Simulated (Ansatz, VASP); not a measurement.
**One calculation of Ti, two programs**

```
Ti
1.0
    -1.67318    1.67318    1.67318
     1.67318   -1.67318    1.67318
     1.67318    1.67318   -1.67318
Ti
1
Direct
  0.00000 0.00000 0.00000
```

Alike in both runs: task single point; functional r2SCANh; k mesh 6 × 6 × 6; occupations fermi-dirac, width 0.05 eV; no spin polarisation.

|  | VASP | Ansatz |
| --- | --- | --- |
| version | VASP 6.6.1 | Ansatz 0.2.0 |
| potentials or method | VASP PAW PBE potentials, release 64 (Ti_sv) | Ansatz PAW |
| plane-wave cutoff (eV) | 520 | 500 |
| valence electrons in the cell | 12 | 12 |

VASP gave:

```
gap on the k mesh at the Fermi level (eV) : none
pressure (GPa)                            : -7.9
```

**Question.** Which values does Ansatz return?

**Answer.** gap on the k mesh at the Fermi level (eV): none; pressure (GPa): -8.1.

VASP's potentials were made for PBE, not for r2SCANh. A gap of «none» marks a metal or a gap that the smearing closes. With one functional, cell and mesh, what is left measures potentials, basis and numerics.

The k mesh is coarse, so the values compare programs but aren't converged.
